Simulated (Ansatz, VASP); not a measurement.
## KF: VASP beside Ansatz

The input INCAR:

```
SYSTEM = KF
PREC     = Accurate       ! precision mode
ENCUT    = 520            ! plane-wave cutoff, eV
EDIFF    = 1E-6           ! SCF threshold, eV
ISMEAR   = 0              ! smearing method
SIGMA    = 0.05           ! smearing width, eV
LREAL    = .FALSE.        ! projectors in reciprocal space
LASPH    = .TRUE.         ! aspherical terms in the spheres
NELM     = 80             ! most SCF steps
ALGO     = Normal         ! electronic algorithm
ISIF     = 2              ! what is computed and relaxed
LWAVE    = .FALSE.        ! write WAVECAR
LCHARG   = .FALSE.        ! write CHGCAR
GGA      = PE             ! functional
NBANDS   = 15             ! bands
```

The input KPOINTS:

```
Automatic mesh
0
G
  8 8 8
  0 0 0
```

POSCAR

```
KF
1.0
    0.0284825801      2.6657585188      2.6657585188
    2.6657585188      0.0284825801      2.6657585188
    2.6657585188      2.6657585188      0.0284825801
K F
1 1
Direct
    0.0000000000      0.0000000000      0.0000000000
    0.5000000000      0.5000000000      0.5000000000
```

Input for Ansatz:

```yaml
crystal:
  lattice:
    - [0.0284825801, 2.6657585188, 2.6657585188]
    - [2.6657585188, 0.0284825801, 2.6657585188]
    - [2.6657585188, 2.6657585188, 0.0284825801]
  atoms:
    - { symbol: K, position: [0.0, 0.0, 0.0] }
    - { symbol: F, position: [0.5, 0.5, 0.5] }
basis:
  ecutwfc: 520.0
kpoints:
  mp_grid: { grid: [8, 8, 8] }
hamiltonian:
  xc: pbe
scf:
  occupations: { method: gaussian, width: 0.05 }
output:
  forces: true
  stress: true
  eigenvalues: true
```

Alike in both runs: task single point; functional PBE; k mesh 8 × 8 × 8; occupations gaussian, width 0.05 eV; no spin polarisation.

|  | VASP | Ansatz |
| --- | --- | --- |
| version | VASP 6.6.1 | Ansatz 0.2.0 |
| potentials or method | VASP PAW PBE potentials, release 64 (K_sv, F), cutoff 520 eV | scalar-relativistic, plane waves, PAW |
| valence electrons in the cell | 16 | 16 |

Ansatz gave:

| Quantity | Value |
| --- | --- |
| gap on the k mesh at the Fermi level (eV) | 6.30 |
| least direct gap on the mesh (eV) | 6.30 |
| pressure (GPa) | 2.2 |
| traceless stress, the component that is largest in VASP (GPa) | -0.14 |

**Question.** Which values does VASP return?

**Answer.** gap on the k mesh at the Fermi level (eV): 6.28; least direct gap on the mesh (eV): 6.28; pressure (GPa): 2.3; traceless stress, the component that is largest in VASP (GPa): -0.14.
